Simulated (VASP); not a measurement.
# CO2 (Pa-3) in VASP: further runs

Runs on CO2. Level: PBE+D3(BJ). Tasks: single point, relaxation of cell and atoms.

All numbers are computed with VASP 6.6.1; they aren't measurements. Logs are shortened: lines on timing, memory, paths and dates and some standing lists are left out, and cuts for length are marked.

**1. The cell of the first run**

Symmetry: Pa-3, No. 205, cubic system. Conventional cell: a = 5.720 Å, b = 5.720 Å, c = 5.720 Å, α = 90.00°, β = 90.00°, γ = 90.00°. C (site symmetry -3) has 2 O at 1.17 Å within 1.6 Å. Within 1.6 Å of O (site symmetry 3) lie 1 C at 1.17 Å.

**2. Single point, PBE+D3(BJ)**

File INCAR:

```
PREC     = Accurate       # precision mode
ENCUT    = 520            # plane-wave cutoff, eV
EDIFF    = 1E-7           # SCF threshold, eV
ISMEAR   = 0              # smearing method
SIGMA    = 0.01           # smearing width, eV
LREAL    = False          # projectors in reciprocal space
LASPH    = True           # aspherical terms in the spheres
NELM     = 80             # most SCF steps
ALGO     = Normal         # electronic algorithm
ISIF     = 2              # what is computed and relaxed
LWAVE    = False          # write WAVECAR
LCHARG   = False          # write CHGCAR
GGA      = PE             # functional
IVDW     = 12             # dispersion correction
NBANDS   = 44             # bands
```

File KPOINTS:

```
regular mesh
0
Gamma
  4 4 4
```

File POSCAR:

```
CO2
1.0
    5.7204090888      0.0000000000      0.0000000000
    0.0000000000      5.7204090888      0.0000000000
    0.0000000000      0.0000000000      5.7204090888
C O
4 8
Direct
    0.0000000000      0.0000000000      0.0000000000
    0.5000000000      0.0000000000      0.5000000000
    0.5000000000      0.5000000000      0.0000000000
    0.0000000000      0.5000000000      0.5000000000
    0.1179796502      0.1179796502      0.1179796502
    0.3820203498      0.8820203498      0.6179796502
    0.6179796502      0.3820203498      0.8820203498
    0.8820203498      0.6179796502      0.3820203498
    0.8820203498      0.8820203498      0.8820203498
    0.6179796502      0.1179796502      0.3820203498
    0.3820203498      0.6179796502      0.1179796502
    0.1179796502      0.3820203498      0.6179796502
```

Potentials or basis: VASP PAW PBE potentials, release 64 (C, O).

Run with:

```
> cat potpaw_PBE.64/C/POTCAR potpaw_PBE.64/O/POTCAR > POTCAR
> mpirun -np 1 vasp_std > vasp.out
```

OUTCAR:

```text
PREC = Accurate
   ENCUT = 520
   EDIFF = 1E-7
   ISMEAR = 0
   LREAL = False
   LASPH = True
   NELM = 80
   ISIF = 2
   GGA = PE
   IVDW = 12
 IVDW          = 12

 ion  position               nearest neighbor table
   1  0.000  0.000  0.000-   5 1.17   9 1.17
   2  0.500  0.000  0.500-   6 1.17  10 1.17
   3  0.500  0.500  0.000-   7 1.17  11 1.17
   4  0.000  0.500  0.500-   8 1.17  12 1.17
   5  0.118  0.118  0.118-   1 1.17
   6  0.382  0.882  0.618-   2 1.17
   7  0.618  0.382  0.882-   3 1.17
   8  0.882  0.618  0.382-   4 1.17
   9  0.882  0.882  0.882-   1 1.17
  10  0.618  0.118  0.382-   2 1.17
  11  0.382  0.618  0.118-   3 1.17
  12  0.118  0.382  0.618-   4 1.17

  LATTYP: Found a simple cubic cell.
 ALAT       =     5.7204090888

  Lattice vectors:

 A1 = (   5.7204090888,   0.0000000000,   0.0000000000)
 A2 = (   0.0000000000,   5.7204090888,   0.0000000000)
 A3 = (   0.0000000000,   0.0000000000,   5.7204090888)

Analysis of symmetry for initial positions (statically):
=====================================================================
 Subroutine PRICEL returns:
 Original cell was already a primitive cell.

 Routine SETGRP: Setting up the symmetry group for a
 simple cubic supercell.

 Subroutine GETGRP returns: Found 24 space group operations
 (whereof  6 operations were pure point group operations)
 out of a pool of 48 trial point group operations.

The static configuration has the point symmetry S_6 .
 The point group associated with its full space group is T_h .

Analysis of symmetry for dynamics (positions and initial velocities):
=====================================================================
 Subroutine PRICEL returns:
 Original cell was already a primitive cell.

 Routine SETGRP: Setting up the symmetry group for a
 simple cubic supercell.

 Subroutine GETGRP returns: Found 24 space group operations
 (whereof  6 operations were pure point group operations)
 out of a pool of 48 trial point group operations.

The dynamic configuration has the point symmetry S_6 .
 The point group associated with its full space group is T_h .

 Subroutine INISYM returns: Found 24 space group operations
 (whereof  6 operations are pure point group operations),
 and found     1 'primitive' translations

----------------------------------------------------------------------------------------

                                     Primitive cell

  volume of cell :     187.1894

  direct lattice vectors                    reciprocal lattice vectors
     5.720409089  0.000000000  0.000000000     0.174812672  0.000000000  0.000000000
     0.000000000  5.720409089  0.000000000     0.000000000  0.174812672  0.000000000
     0.000000000  0.000000000  5.720409089     0.000000000  0.000000000  0.174812672

  length of vectors
     5.720409089  5.720409089  5.720409089     0.174812672  0.174812672  0.174812672

  position of ions in fractional coordinates (direct lattice)
     0.000000000  0.000000000  0.000000000
     0.500000000  0.000000000  0.500000000
     0.500000000  0.500000000  0.000000000
     0.000000000  0.500000000  0.500000000
     0.117979650  0.117979650  0.117979650
     0.382020350  0.882020350  0.617979650
     0.617979650  0.382020350  0.882020350
     0.882020350  0.617979650  0.382020350
     0.882020350  0.882020350  0.882020350
     0.617979650  0.117979650  0.382020350
     0.382020350  0.617979650  0.117979650
     0.117979650  0.382020350  0.617979650

  ion indices of the primitive-cell ions
   primitive index   ion index
                 1           1
                 2           2
                 3           3
                 4           4
                 5           5
                 6           6
                 7           7
                 8           8
                 9           9
                10          10
                11          11
                12          12

----------------------------------------------------------------------------------------

 KPOINTS: regular mesh

Automatic generation of k-mesh.
 Grid dimensions read from file:
 generate k-points for:    4    4    4

 Generating k-lattice:

  Cartesian coordinates                     Fractional coordinates (reciprocal lattice)
     0.043703168  0.000000000  0.000000000     0.250000000  0.000000000  0.000000000
     0.000000000  0.043703168  0.000000000     0.000000000  0.250000000  0.000000000
     0.000000000  0.000000000  0.043703168     0.000000000  0.000000000  0.250000000

  Length of vectors
     0.043703168  0.043703168  0.043703168

  Shift w.r.t. Gamma in fractional coordinates (k-lattice)
     0.000000000  0.000000000  0.000000000

 Subroutine IBZKPT returns following result:
 ===========================================

 Found     11 irreducible k-points:

 Following reciprocal coordinates:
            Coordinates               Weight
  0.000000  0.000000  0.000000      1.000000
  0.250000  0.000000  0.000000      6.000000
  0.500000  0.000000  0.000000      3.000000
  0.250000  0.250000  0.000000     12.000000
  0.500000  0.250000  0.000000      6.000000
 -0.250000  0.500000  0.000000      6.000000
  0.500000  0.500000  0.000000      3.000000
  0.250000  0.250000  0.250000      8.000000
  0.500000  0.250000  0.250000     12.000000
  0.500000  0.500000  0.250000      6.000000
  0.500000  0.500000  0.500000      1.000000
   k-points           NKPTS =     11   k-points in BZ     NKDIM =     11   number of bands    NBANDS=     44
   number of dos      NEDOS =    301   number of ions     NIONS =     12
   total plane-waves  NPLWV = 110592
   dimension x,y,z NGX =    48 NGY =   48 NGZ =   48
   dimension x,y,z NGXF=    96 NGYF=   96 NGZF=   96
   ions per type =               4   8
   NGX,Y,Z   is equivalent  to a cutoff of  13.95, 13.95, 13.95 a.u.
   NGXF,Y,Z  is equivalent  to a cutoff of  27.90, 27.90, 27.90 a.u.
 SYSTEM =  unknown system
   PREC   = accura    normal or accurate (medium, high low for compatibility)
   ISTART =      0    job   : 0-new  1-cont  2-samecut
   ICHARG =      2    charge: 1-file 2-atom 10-const
   ISPIN  =      1    spin polarized calculation?
   LNONCOLLINEAR =      F non collinear calculations
   LSORBIT =      F    spin-orbit coupling
   LASPH  =      T    aspherical Exc in radial PAW
   ENCUT  =  520.0 eV  38.22 Ry    6.18 a.u.  10.64 10.64 10.64*2*pi/ulx,y,z
   NELM   =     80;   NELMIN=  2; NELMDL= -5     # of ELM steps
   EDIFF  = 0.1E-06   stopping-criterion for ELM
   LREAL  =      F    real-space projection
   EDIFFG = 0.1E-05   stopping-criterion for IOM
   NSW    =      0    number of steps for IOM
   IBRION =     -1    ionic relax: 0-MD 1-quasi-New 2-CG
   NFREE  =      0    steps in history (QN), initial steepest desc. (CG)
   ISIF   =      2    stress and relaxation
   ISYM   =      2    0-nonsym 1-usesym 2-fastsym
   POTIM  = 0.5000    time-step for ionic-motion
   TEBEG  =    0.0;   TEEND  =   0.0 temperature during run
   PSTRESS=    0.0 pullay stress
   NELECT =      64.0000    total number of electrons
   NUPDOWN=      -1.0000    fix difference up-down
   EMIN   =  10.00;   EMAX   =-10.00  energy-range for DOS
   EFERMI =   0.00;   METHOD = LEGACY
   ISMEAR =     0;   SIGMA  =   0.01  broadening in eV -4-tet -1-fermi 0-gaus
   EFERMI_NEDOS =   21; number of points for ismear=-14 and -15
   IALGO  =     38    algorithm
   IMIX   =      4    mixing-type and parameters
     AMIX     =   0.40;   BMIX     =  1.00
     AMIX_MAG =   1.60;   BMIX_MAG =  1.00
  volume/ion in A,a.u.               =      15.60       105.27
  Fermi-wavevector in a.u.,A,eV,Ry     =   1.144742  2.163249 17.829550  1.310435
  Thomas-Fermi vector in A             =   2.281433
   LORBIT       =      0    0 simple, 1 ext, 2 COOP (PROOUT), +10 PAW based schemes
   GGA     = PE    functional components
   LHFCALC =     F    Hartree Fock is set to
   AEXX    =    0.0000 exact exchange contribution
   IVDW    =    12    specifies the selected vdW correction
   LEPSILON=     F    determine dielectric tensor
   LRPA    =     F    only Hartree local field effects (RPA)
 non-spin polarized calculation
 Gauss-broadening in eV      SIGMA  =   0.01
  energy-cutoff  :      520.00
  volume of cell :      187.19
 maximum number of plane-waves:      5069
 NGX is ok and might be reduce to    48
   NGX = 21   NGY = 21   NGZ = 21

 number of electron      63.9999987 magnetization

 Free energy of the ion-electron system (eV)
  ---------------------------------------------------
  ext. energy  EPLUGINS =         0.00000000
  ---------------------------------------------------
  free energy    TOTEN  =       -92.19442988 eV

  energy without entropy =      -92.19442988  energy(sigma->0) =      -92.19442988

 E-fermi :  -3.8812     XC(G=0):  -7.6037

 val. band max:       -3.9686433575   @ k =   0.0000   0.0000   0.0000
 cond. band min:       2.7544760497   @ k =   0.0000   0.0000   0.0000
 fundamental gap:      6.7231194072
 Fermi energy:        -3.8812417777

 k-point     1 :       0.0000    0.0000    0.0000
  band No.  band energies     occupation
      1     -24.4911      2.00000
      2     -24.3231      2.00000
      3     -24.3231      2.00000
      4     -24.3231      2.00000
      5     -23.3793      2.00000
      6     -23.3793      2.00000
[... 36 lines left out ...]
     43       6.7134      0.00000
     44       6.7134      0.00000

 k-point     2 :       0.2500    0.0000    0.0000
  band No.  band energies     occupation
      1     -24.4677      2.00000
      2     -24.3490      2.00000
      3     -24.3230      2.00000
      4     -24.3229      2.00000
      5     -23.3785      2.00000
      6     -23.3781      2.00000
[... 36 lines left out ...]
     43       6.9816      0.00000
     44       6.9930      0.00000

 k-point     3 :       0.5000    0.0000    0.0000
  band No.  band energies     occupation
      1     -24.4096      2.00000
      2     -24.4096      2.00000
      3     -24.3226      2.00000
      4     -24.3226      2.00000
      5     -23.3773      2.00000
      6     -23.3773      2.00000
[... 36 lines left out ...]
     43       7.3347      0.00000
     44       7.3347      0.00000

 k-point     4 :       0.2500    0.2500    0.0000
  band No.  band energies     occupation
      1     -24.4472      2.00000
      2     -24.3449      2.00000
      3     -24.3449      2.00000
      4     -24.3265      2.00000
      5     -23.3772      2.00000
      6     -23.3734      2.00000
[... 271 lines left out ...]
     43       6.3747      0.00000
     44       6.3747      0.00000

 k-point    10 :       0.5000    0.5000    0.2500
  band No.  band energies     occupation
      1     -24.3653      2.00000
      2     -24.3653      2.00000
      3     -24.3653      2.00000
      4     -24.3653      2.00000
      5     -23.3689      2.00000
      6     -23.3689      2.00000
[... 36 lines left out ...]
     43       5.5599      0.00000
     44       5.5599      0.00000

 k-point    11 :       0.5000    0.5000    0.5000
  band No.  band energies     occupation
      1     -24.3646      2.00000
      2     -24.3646      2.00000
      3     -24.3646      2.00000
      4     -24.3646      2.00000
      5     -23.3697      2.00000
      6     -23.3697      2.00000
[... 36 lines left out ...]
     43       5.5675      0.00000
     44       5.5675      0.00000

------------------------ aborting loop because EDIFF is reached ----------------------------------------

 Edisp (eV)   -0.78427

 E8    (eV) :    -0.1993

  FORCE on cell =-STRESS in cart. coord.  units (eV):
  Direction    XX          YY          ZZ          XY          YZ          ZX
  --------------------------------------------------------------------------------------
  -------------------------------------------------------------------------------------
  Total       1.65830     1.65830     1.65830    -0.00000    -0.00000     0.00000
  in kB      14.19358    14.19358    14.19358    -0.00000    -0.00000     0.00000
  external pressure =       14.19 kB  Pullay stress =        0.00 kB

 VOLUME and BASIS-vectors are now :
 -----------------------------------------------------------------------------
  energy-cutoff  :      520.00
  volume of cell :      187.19
      direct lattice vectors                 reciprocal lattice vectors
     5.720409089  0.000000000  0.000000000     0.174812672  0.000000000  0.000000000
     0.000000000  5.720409089  0.000000000     0.000000000  0.174812672  0.000000000
     0.000000000  0.000000000  5.720409089     0.000000000  0.000000000  0.174812672

 POSITION                                       TOTAL-FORCE (eV/Angst)
 -----------------------------------------------------------------------------------
      0.00000      0.00000      0.00000        -0.000000      0.000000      0.000000
      2.86020      0.00000      2.86020        -0.000000      0.000000      0.000000
      2.86020      2.86020      0.00000        -0.000000      0.000000      0.000000
      0.00000      2.86020      2.86020        -0.000000      0.000000      0.000000
      0.67489      0.67489      0.67489         0.364867      0.364867      0.364867
      2.18531      5.04552      3.53510        -0.364867     -0.364867      0.364867
      3.53510      2.18531      5.04552         0.364867     -0.364867     -0.364867
      5.04552      3.53510      2.18531        -0.364867      0.364867     -0.364867
      5.04552      5.04552      5.04552        -0.364867     -0.364867     -0.364867
      3.53510      0.67489      2.18531         0.364867      0.364867     -0.364867
      2.18531      3.53510      0.67489        -0.364867      0.364867      0.364867
      0.67489      2.18531      3.53510         0.364867     -0.364867      0.364867
 -----------------------------------------------------------------------------------
    total drift:                               -0.000000      0.000000     -0.000000

  FREE ENERGIE OF THE ION-ELECTRON SYSTEM (eV)
  ---------------------------------------------------
  free  energy   TOTEN  =       -92.9786976168 eV

  energy  without entropy=      -92.9786976168  energy(sigma->0) =      -92.97869762
```

Run time: 1.9 min. Hardware: 1 thread of Intel Xeon Platinum 8259CL at 2.50GHz (Skylake/Cascade Lake), shared host; peak memory 0.33 GiB.

What came out:

| Quantity | Value |
| --- | --- |
| Free energy | -92.9787 eV |
| Pressure | 1.4 GPa |
| Largest force | 0.632 eV/Å |
| Band gap on the k mesh | 6.72 eV |
| Dispersion energy per atom | -0.065 eV |

Forces in eV/Å, atoms in the order of the input:
```
C    0.000  0.000  0.000
C    0.000  0.000  0.000
C    0.000  0.000  0.000
C    0.000  0.000  0.000
O    0.365  0.365  0.365
O   -0.365 -0.365  0.365
O    0.365 -0.365 -0.365
O   -0.365  0.365 -0.365
O   -0.365 -0.365 -0.365
O    0.365  0.365 -0.365
O   -0.365  0.365  0.365
O    0.365 -0.365  0.365
```

A k mesh can miss the band edges.

**3. Relaxation of cell and atoms, PBE+D3(BJ)**

This run uses another cell than the first one, of 14.87 Å³/atom.

File INCAR:

```
SYSTEM = CO2
PREC = Accurate
ENCUT = 600
EDIFF = 1E-6
ISMEAR = 0
SIGMA = 0.1
LREAL = .False.
LASPH = .True.
NELM = 60
ALGO = Normal
ISIF = 3
LWAVE = .False.
LCHARG = .False.
GGA = PE
IVDW = 12
IBRION = 2
NSW = 100
EDIFFG = -0.05
```

File KPOINTS:

```
Automatic mesh
0
Gamma
  4 4 4
  0 0 0
```

File POSCAR:

```
CO2
1.0
    5.6300000000      0.0000000000      0.0000000000
    0.0000000000      5.6300000000      0.0000000000
    0.0000000000      0.0000000000      5.6300000000
C O
4 8
Direct
    0.0000000000      0.0000000000      0.0000000000
    0.5000000000      0.0000000000      0.5000000000
    0.5000000000      0.5000000000      0.0000000000
    0.0000000000      0.5000000000      0.5000000000
    0.1080000000      0.1080000000      0.1080000000
    0.3920000000      0.8920000000      0.6080000000
    0.6080000000      0.3920000000      0.8920000000
    0.8920000000      0.6080000000      0.3920000000
    0.8920000000      0.8920000000      0.8920000000
    0.6080000000      0.1080000000      0.3920000000
    0.3920000000      0.6080000000      0.1080000000
    0.1080000000      0.3920000000      0.6080000000
```

Potentials or basis: VASP PAW PBE potentials, release 64 (C, O).

Run with:

```
> cat potpaw_PBE.64/C/POTCAR potpaw_PBE.64/O/POTCAR > POTCAR
> mpirun -np 1 vasp_std > vasp.out
```

Wall time 17 min (1 thread of Intel Xeon Platinum 8259CL at 2.50GHz (Skylake/Cascade Lake), shared host); peak memory 0.38 GiB.

Results (log left out):

```yaml
Free_energy: -93.0203 eV
Relaxed_volume: 15.02 Å³/atom
Relaxed_cell: a = 5.649 Å, b = 5.649 Å, c = 5.649 Å, α = 90.00°, β = 90.00°, γ = 90.00°
Space_group_after_relaxing_to_0.1_Å: Pa-3 (No. 205)
Pressure_after_relaxing: -0.1 GPa
Largest_force_after_relaxing: 0.008 eV/Å
Band_gap_on_the_k_mesh: 6.70 eV
Dispersion_energy_per_atom: -0.069 eV
```

Forces on the atoms (eV/Å):
```
C    0.000  0.000  0.000
C    0.000  0.000  0.000
C    0.000  0.000  0.000
C    0.000  0.000  0.000
O   -0.004 -0.004 -0.004
O    0.004  0.004 -0.004
O   -0.004  0.004  0.004
O    0.004 -0.004  0.004
O    0.004  0.004  0.004
O   -0.004 -0.004  0.004
O    0.004 -0.004 -0.004
O   -0.004  0.004 -0.004
```

Final structure:
```
C O
1.0
     5.64889    0.00000    0.00000
     0.00000    5.64889    0.00000
     0.00000    0.00000    5.64889
C O
4 8
Cartesian
  0.0000 0.0000 0.0000
  2.8244 0.0000 2.8244
  2.8244 2.8244 0.0000
  0.0000 2.8244 2.8244
  0.6781 0.6781 0.6781
  2.1464 4.9708 3.5025
  3.5025 2.1464 4.9708
  4.9708 3.5025 2.1464
  4.9708 4.9708 4.9708
  3.5025 0.6781 2.1464
  2.1464 3.5025 0.6781
  0.6781 2.1464 3.5025
```

Levels at points of the mesh, in eV from the valence-band top:
| k point | band 30 | band 31 | band 32 | band 33 | band 34 | band 35 |
| --- | --- | --- | --- | --- | --- | --- |
| (0.00, 0.00, 0.00) | -0.19 | 0.00 | 0.00 | 6.70 | 7.92 | 7.92 |
| (0.50, 0.00, 0.00) | -0.28 | -0.07 | -0.07 | 7.86 | 7.86 | 8.06 |
| (0.50, 0.50, 0.00) | -0.26 | -0.26 | -0.26 | 7.86 | 7.86 | 7.86 |
| (0.50, 0.50, 0.50) | -0.30 | -0.30 | -0.30 | 7.86 | 7.86 | 7.86 |
